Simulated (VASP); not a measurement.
# CuO (Tenorite) (Cc) in VASP: further runs

Runs on CuO (Tenorite). Level: r2SCAN. Tasks: single point.

Program: VASP 6.6.1. These are calculated values, not measurements. Logs are shortened: lines on timing, memory, paths and dates and some standing lists are left out, and cuts for length are marked.

**1. The cell of the first run**

The structure is monoclinic, space group Cc (No. 9). Conventional cell: a = 4.720 Å, b = 3.449 Å, c = 5.166 Å, α = 90.00°, β = 99.65°, γ = 90.00°. Cu (site symmetry 1) has 4 O at 1.92 to 2.03 Å within 2.5 Å. Within 2.5 Å of O (site symmetry 1) lie 4 Cu at 1.92 to 2.03 Å.

**2. Single point, r2SCAN**

POSCAR reads:

```
CuO
1.0
    2.3601779360     -1.7247473506      0.0000000000
    2.3601779360      1.7247473506      0.0000000000
   -0.8662535568      0.0000000000      5.0929435705
Cu O
2 2
Direct
    0.4968000000      0.0032000000      0.5000000000
    0.0032000000      0.4968000000      0.0000000000
    0.4056000000      0.5714000000      0.7537000000
    0.5714000000      0.4056000000      0.2537000000
```

INCAR.step1 reads:

```
SYSTEM = CuO
PREC = Accurate ; ENCUT = 520
ISMEAR = -1 ; SIGMA = 0.05
LREAL = .False. ; LASPH = .True.
NELM = 80 ; NBANDS = 25
GGA = PE ; ALGO = Normal
EDIFF = 1E-4 ; LWAVE = .True.
LCHARG = .False.
```

INCAR.step2 reads:

```
SYSTEM = CuO
PREC = Accurate ; ENCUT = 520
EDIFF = 1E-7 ; ISMEAR = -1
SIGMA = 0.05 ; LREAL = .False.
LASPH = .True. ; NELM = 80
ALGO = Normal ; ISIF = 2
LWAVE = .False. ; LCHARG = .False.
METAGGA = R2SCAN ; LMIXTAU = .True.
NBANDS = 25 ; ISTART = 1
```

KPOINTS reads:

```
regular mesh
0
Gamma
  10 10 5
  0 0 0
```

Potentials or basis: VASP PAW PBE potentials, release 64 (Cu, O).

Started as:

```bash
cat potpaw_PBE.64/Cu/POTCAR potpaw_PBE.64/O/POTCAR > POTCAR
cp INCAR.step1 INCAR
mpirun -np 1 vasp_std > vasp.out
cp INCAR.step2 INCAR
mpirun -np 1 vasp_std > vasp.out
```

OUTCAR:

```text
SYSTEM = CuO
   PREC = Accurate
   ENCUT = 520
   EDIFF = 1E-7
   ISMEAR = -1
   LREAL = .False.
   LASPH = .True.
   NELM = 80
   ISIF = 2
   METAGGA = R2SCAN
   ISTART = 1

 ion  position               nearest neighbor table
   1  0.497  0.003  0.500-   4 1.92   3 1.95   4 1.99   3 2.03
   2  0.003  0.497  0.000-   3 1.92   4 1.95   3 1.99   4 2.03
   3  0.406  0.571  0.754-   2 1.92   1 1.95   2 1.99   1 2.03
   4  0.571  0.406  0.254-   1 1.92   2 1.95   1 1.99   2 2.03

  LATTYP: Found a base centered monoclinic cell.
 ALAT       =     4.7203558720
 B/A-ratio  =     0.7307700510
 C/A-ratio  =     1.0944277397
 COS(beta)  =    -0.1676807457

  Lattice vectors:

 A1 = (   2.3601779360,  -1.7247473506,   0.0000000000)
 A2 = (   2.3601779360,   1.7247473506,   0.0000000000)
 A3 = (  -0.8662535568,   0.0000000000,   5.0929435705)

Analysis of symmetry for initial positions (statically):
=====================================================================
 Subroutine PRICEL returns:
 Original cell was already a primitive cell.

 Routine SETGRP: Setting up the symmetry group for a
 base centered monoclinic supercell.

 Subroutine GETGRP returns: Found  2 space group operations
 (whereof  1 operations were pure point group operations)
 out of a pool of  4 trial point group operations.

The static configuration has the point symmetry C_1 .
 The point group associated with its full space group is C_1h.

Analysis of symmetry for dynamics (positions and initial velocities):
=====================================================================
 Subroutine PRICEL returns:
 Original cell was already a primitive cell.

 Routine SETGRP: Setting up the symmetry group for a
 base centered monoclinic supercell.

 Subroutine GETGRP returns: Found  2 space group operations
 (whereof  1 operations were pure point group operations)
 out of a pool of  4 trial point group operations.

The dynamic configuration has the point symmetry C_1 .
 The point group associated with its full space group is C_1h.

 Subroutine INISYM returns: Found  2 space group operations
 (whereof  1 operations are pure point group operations),
 and found     1 'primitive' translations

----------------------------------------------------------------------------------------

                                     Primitive cell

  volume of cell :      41.4638

  direct lattice vectors                    reciprocal lattice vectors
     2.360177936 -1.724747351  0.000000000     0.211848434 -0.289897532  0.036033083
     2.360177936  1.724747351  0.000000000     0.211848434  0.289897532  0.036033083
    -0.866253557  0.000000000  5.092943571     0.000000000  0.000000000  0.196350104

  length of vectors
     2.923216262  2.923216262  5.166088408     0.360858312  0.360858312  0.196350104

  position of ions in fractional coordinates (direct lattice)
     0.496800000  0.003200000  0.500000000
     0.003200000  0.496800000  0.000000000
     0.405600000  0.571400000  0.753700000
     0.571400000  0.405600000  0.253700000

  ion indices of the primitive-cell ions
   primitive index   ion index
                 1           1
                 2           2
                 3           3
                 4           4

----------------------------------------------------------------------------------------

 KPOINTS: regular mesh

Automatic generation of k-mesh.
 Grid dimensions read from file:
 generate k-points for:   10   10    5

 Generating k-lattice:

  Cartesian coordinates                     Fractional coordinates (reciprocal lattice)
     0.021184843 -0.028989753  0.003603308     0.100000000  0.000000000  0.000000000
     0.021184843  0.028989753  0.003603308     0.000000000  0.100000000  0.000000000
     0.000000000  0.000000000  0.039270021     0.000000000  0.000000000  0.200000000

  Length of vectors
     0.036085831  0.036085831  0.039270021

  Shift w.r.t. Gamma in fractional coordinates (k-lattice)
     0.000000000  0.000000000  0.000000000

 Subroutine IBZKPT returns following result:
 ===========================================

 Found    141 irreducible k-points:

 Following reciprocal coordinates:
            Coordinates               Weight
  0.000000  0.000000  0.000000      1.000000
  0.100000 -0.000000  0.000000      4.000000
  0.200000 -0.000000  0.000000      4.000000
  0.300000  0.000000  0.000000      4.000000
  0.400000 -0.000000  0.000000      4.000000
  0.500000  0.000000  0.000000      2.000000
[... 16 lines left out ...]
  0.300000  0.300000  0.000000      2.000000
  0.400000  0.300000  0.000000      4.000000
 [... further k-points ...]
   k-points           NKPTS =    141   k-points in BZ     NKDIM =    141   number of bands    NBANDS=     25
   number of dos      NEDOS =    301   number of ions     NIONS =      4
   total plane-waves  NPLWV =  23040
   dimension x,y,z NGX =    24 NGY =   24 NGZ =   40
   dimension x,y,z NGXF=    48 NGYF=   48 NGZF=   80
   ions per type =               2   2
   NGX,Y,Z   is equivalent  to a cutoff of  13.65, 13.65, 12.87 a.u.
   NGXF,Y,Z  is equivalent  to a cutoff of  27.30, 27.30, 25.74 a.u.
 SYSTEM =  CuO
   PREC   = accura    normal or accurate (medium, high low for compatibility)
   ISTART =      1    job   : 0-new  1-cont  2-samecut
   ICHARG =      0    charge: 1-file 2-atom 10-const
   ISPIN  =      1    spin polarized calculation?
   LNONCOLLINEAR =      F non collinear calculations
   LSORBIT =      F    spin-orbit coupling
   LASPH  =      T    aspherical Exc in radial PAW
   ENCUT  =  520.0 eV  38.22 Ry    6.18 a.u.   5.44  5.44  9.61*2*pi/ulx,y,z
   NELM   =     80;   NELMIN=  2; NELMDL=  0     # of ELM steps
   EDIFF  = 0.1E-06   stopping-criterion for ELM
   LREAL  =      F    real-space projection
   EDIFFG = 0.1E-05   stopping-criterion for IOM
   NSW    =      0    number of steps for IOM
   IBRION =     -1    ionic relax: 0-MD 1-quasi-New 2-CG
   NFREE  =      0    steps in history (QN), initial steepest desc. (CG)
   ISIF   =      2    stress and relaxation
   ISYM   =      2    0-nonsym 1-usesym 2-fastsym
   POTIM  = 0.5000    time-step for ionic-motion
   TEBEG  =    0.0;   TEEND  =   0.0 temperature during run
   PSTRESS=    0.0 pullay stress
   NELECT =      34.0000    total number of electrons
   NUPDOWN=      -1.0000    fix difference up-down
   EMIN   =  10.00;   EMAX   =-10.00  energy-range for DOS
   EFERMI =   0.00;   METHOD = LEGACY
   ISMEAR =    -1;   SIGMA  =   0.05  broadening in eV -4-tet -1-fermi 0-gaus
   EFERMI_NEDOS =   21; number of points for ismear=-14 and -15
   IALGO  =     38    algorithm
   IMIX   =      4    mixing-type and parameters
     AMIX     =   0.40;   BMIX     =  1.00
     AMIX_MAG =   1.60;   BMIX_MAG =  1.00
  volume/ion in A,a.u.               =      10.37        69.95
  Fermi-wavevector in a.u.,A,eV,Ry     =   1.532303  2.895634 31.945851  2.347954
  Thomas-Fermi vector in A             =   2.639528
   LORBIT       =      0    0 simple, 1 ext, 2 COOP (PROOUT), +10 PAW based schemes
   METAGGA = R2SCAN    functional components
   LHFCALC =     F    Hartree Fock is set to
   AEXX    =    0.0000 exact exchange contribution
   IVDW    =     0    specifies the selected vdW correction
   LEPSILON=     F    determine dielectric tensor
   LRPA    =     F    only Hartree local field effects (RPA)
 non-spin polarized calculation
  energy-cutoff  :      520.00
  volume of cell :       41.46
 maximum number of plane-waves:      1147
 NGX is ok and might be reduce to    24
   NGX = 11   NGY = 11   NGZ = 19

 number of electron      33.9999996 magnetization

 Free energy of the ion-electron system (eV)
  ---------------------------------------------------
  ext. energy  EPLUGINS =         0.00000000
  ---------------------------------------------------
  free energy    TOTEN  =       -36.32372561 eV

  energy without entropy =      -36.30507006  energy(sigma->0) =      -36.31439784

 E-fermi :   5.2200     XC(G=0): -12.4762

 val. band max:        5.2100737005   @ k =  -0.4000   0.2000   0.4000
 cond. band min:       5.2217176396   @ k =  -0.2000   0.3000   0.4000
 fundamental gap:      0.0116439391
 Fermi energy:         5.2200324792

 k-point     1 :       0.0000    0.0000    0.0000
  band No.  band energies     occupation
      1     -15.6445      2.00000
      2     -14.4270      2.00000
      3      -2.9197      2.00000
      4      -0.3697      2.00000
      5      -0.0227      2.00000
      6       1.7437      2.00000
[... 17 lines left out ...]
     24      22.2096      0.00000
     25      22.5399      0.00000

 k-point     2 :       0.1000   -0.0000    0.0000
  band No.  band energies     occupation
      1     -15.5824      2.00000
      2     -14.4065      2.00000
      3      -2.8128      2.00000
      4      -0.3880      2.00000
      5      -0.0477      2.00000
      6       1.0446      2.00000
[... 17 lines left out ...]
     24      21.6744      0.00000
     25      22.7101      0.00000

 k-point     3 :       0.2000   -0.0000    0.0000
  band No.  band energies     occupation
      1     -15.4145      2.00000
      2     -14.3525      2.00000
      3      -2.5270      2.00000
      4      -0.4585      2.00000
      5      -0.1567      2.00000
      6       0.0550      2.00000
[... 17 lines left out ...]
     24      20.8732      0.00000
     25      22.2956      0.00000

 k-point     4 :       0.3000    0.0000    0.0000
  band No.  band energies     occupation
      1     -15.1950      2.00000
      2     -14.2849      2.00000
      3      -2.1675      2.00000
      4      -1.0592      2.00000
      5      -0.5394      2.00000
      6      -0.0403      2.00000
[... 17 lines left out ...]
     24      19.7463      0.00000
     25      21.9143      0.00000

 k-point     5 :       0.4000   -0.0000    0.0000
  band No.  band energies     occupation
      1     -15.0058      2.00000
      2     -14.2299      2.00000
      3      -1.9043      2.00000
      4      -1.7283      2.00000
      5      -0.5771      2.00000
      6      -0.0313      2.00000
[... 17 lines left out ...]
     24      18.8275      0.00000
     25      21.5696      0.00000

 k-point     6 :       0.5000    0.0000    0.0000
  band No.  band energies     occupation
      1     -14.9303      2.00000
      2     -14.2092      2.00000
      3      -2.0252      2.00000
      4      -1.7523      2.00000
      5      -0.5756      2.00000
      6      -0.0305      2.00000
[... 17 lines left out ...]
     24      18.4754      0.00000
     25      21.4230      0.00000
[... 393 lines left out ...]
 k-point    21 :      -0.3000    0.2000   -0.0000
  band No.  band energies     occupation
      1     -14.9474      2.00000
      2     -14.2072      2.00000
      3      -1.7513      2.00000
      4      -1.1716      2.00000
      5      -0.6111      2.00000
      6      -0.2360      2.00000
[... 17 lines left out ...]
     24      19.0473      0.00000
     25      19.5785      0.00000

 k-point    22 :      -0.2000    0.2000    0.0000
  band No.  band energies     occupation
      1     -15.1449      2.00000
      2     -14.2611      2.00000
      3      -2.0735      2.00000
      4      -0.6270      2.00000
      5      -0.5358      2.00000
      6      -0.2463      2.00000
[... 17 lines left out ...]
     24      19.6604      0.00000
     25      19.8101      0.00000

 k-point    23 :       0.3000    0.3000    0.0000
  band No.  band energies     occupation
      1     -14.9165      2.00000
      2     -14.2330      2.00000
      3      -1.6119      2.00000
      4      -1.1528      2.00000
      5      -0.1765      2.00000
      6      -0.1393      2.00000
[... 17 lines left out ...]
     24      20.4588      0.00000
     25      20.6765      0.00000

 k-point    24 :       0.4000    0.3000    0.0000
  band No.  band energies     occupation
      1     -14.7473      2.00000
      2     -14.1879      2.00000
      3      -1.6311      2.00000
      4      -1.3303      2.00000
      5      -0.3931      2.00000
      6      -0.1836      2.00000
[... 17 lines left out ...]
     24      19.1999      0.00000
     25      20.2843      0.00000

 [... further k-points ...]
[... 5 lines left out ...]
  --------------------------------------------------------------------------------------
  -------------------------------------------------------------------------------------
  Total       -1.1043352     -0.4839170     -1.4013010      0.0000000      0.0000000     -0.1964413
  in kB      -42.6719414    -18.6987397    -54.1468156      0.0000000      0.0000000     -7.5905688
  external PRESSURE =     -38.5058322 kB  Pullay stress =       0.0000000 kB

 VOLUME and BASIS-vectors are now :
 -----------------------------------------------------------------------------
  energy-cutoff  :      520.00
  volume of cell :       41.46
      direct lattice vectors                 reciprocal lattice vectors
     2.360177936 -1.724747351  0.000000000     0.211848434 -0.289897532  0.036033083
     2.360177936  1.724747351  0.000000000     0.211848434  0.289897532  0.036033083
    -0.866253557  0.000000000  5.092943571     0.000000000  0.000000000  0.196350104

 POSITION                                       TOTAL-FORCE (eV/Angst)
 -----------------------------------------------------------------------------------
      0.74696     -0.85134      2.54647        -0.587815     -0.320791      0.229406
      1.18009      0.85134      0.00000        -0.587815      0.320791      0.229406
      1.65300      0.28596      3.83855         0.587815     -0.349838     -0.229406
      2.08613     -0.28596      1.29208         0.587815      0.349838     -0.229406
 -----------------------------------------------------------------------------------
    total drift:                               -0.013016      0.000000     -0.000278

  FREE ENERGIE OF THE ION-ELECTRON SYSTEM (eV)
  ---------------------------------------------------
  free  energy   TOTEN  =       -36.3237256105 eV

  energy  without entropy=      -36.3050700621  energy(sigma->0) =      -36.31439784
```

Run time: 4.4 min. Hardware: 1 thread of Intel Xeon 6975P-C (Granite Rapids), shared host; peak memory 0.25 GiB.

Results:

```
Free energy            : -36.3237 eV
Pressure               : -3.9 GPa
Largest force          : 0.721 eV/Å
Band gap on the k mesh : zero (band 17 reaches 5.48 eV, above the bottom of band 18 at 4.89 eV)
```

Forces on the atoms (eV/Å):
```
Cu  -0.588 -0.321  0.229
Cu  -0.588  0.321  0.229
O    0.588 -0.350 -0.229
O    0.588  0.350 -0.229
```

Levels at points of the mesh, in eV from the Fermi level:
```tsv
k point	band 14	band 15	band 16	band 17	band 18	band 19	band 20	band 21
(0.00, 0.00, 0.00)	-2.34	-2.25	-1.82	0.20	0.92	1.97	6.53	8.59
(0.50, 0.00, 0.00)	-1.73	-1.60	-1.52	-0.02	0.30	5.34	6.77	7.37
(0.50, 0.50, 0.00)	-2.22	-1.68	-1.36	-0.74	1.08	3.83	7.48	9.03
```

Caveat: the PAW data sets were made with another functional, which shifts forces and pressure a little; semilocal functionals often make such compounds metallic where correlation or magnetic order opens a gap, which also shifts bond lengths.

(Continued in part 2 of 2.)
